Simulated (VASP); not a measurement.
Runs of VASP 6.6.1 on Te. The structure is that of space group P2/m (No. 10), or close to it. The cells are those of the table. 

```tsv
task	cell	k mesh	cutoff (eV)	gap on the mesh (eV)	pressure (GPa)	relaxed volume (Å³/atom)
single point	a = 3.002, b = 3.274, c = 3.352 Å, angles 90.0, 93.4, 90.0°, 1 atom	6 × 4 × 6	520	none	0.0	-
relaxation of cell and atoms	relaxed from a = 2.867, b = 4.001, c = 3.688 Å, angles 90.0, 106.7, 90.0°, 1 atom	6 × 4 × 6	600	none	0.0	(a)
single point	a = 2.867, b = 4.001, c = 3.688 Å, angles 90.0, 106.7, 90.0°, 1 atom	6 × 4 × 6	520	none	-2.2	-
relaxation of cell and atoms	relaxed from a = 3.002, b = 3.274, c = 3.352 Å, angles 90.0, 93.4, 90.0°, 1 atom	6 × 6 × 6	600	none	0.0	33.13
```

Alike in all rows: level PBE; potentials or basis VASP PAW PBE potentials, release 64 (Te); no spin polarisation; smearing gaussian 0.1 eV.

Problem. Fill in the values left out.

Solution. (a) 35.34.

Caveats: some runs use coarse meshes; spin-orbit coupling is left out, which moves the levels of the heavy elements.

A k mesh can miss the band edges, and the runs leave out spin-orbit coupling on Te.

A gap of «none» marks levels without a gap at the run's occupations.
